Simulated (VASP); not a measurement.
A run of VASP 6.6.1 is set up as follows.

File INCAR:

```
ALGO = Normal
EDIFF = 1E-6
ENCUT = 520
GGA = PS
ISIF = 2
ISMEAR = -1
LASPH = True
LCHARG = False
LREAL = False
LWAVE = False
NBANDS = 10
NELM = 60
PREC = Accurate
SIGMA = 0.03
```

KPOINTS

```
k-points
0
Gamma
  15 15 8
```

File POSCAR:

```
Li
1.0
    3.0689564278      0.0000000000      0.0000000000
   -1.5344782139      2.6577942296      0.0000000000
    0.0000000000      0.0000000000      5.0241672378
Li
2
Direct
    0.3333333333      0.6666666667      0.2500000000
    0.6666666667      0.3333333333      0.7500000000
```

Potentials or basis: VASP PAW PBE potentials, release 64 (Li_sv).

Launch:

```bash
$ cat potpaw_PBE.64/Li_sv/POTCAR > POTCAR
$ mpirun -np 1 vasp_std > vasp.out
```

Task: What does it give for the band gap on the k mesh?

Result: Zero (bands 3 and 4 overlap by 4.59 eV).
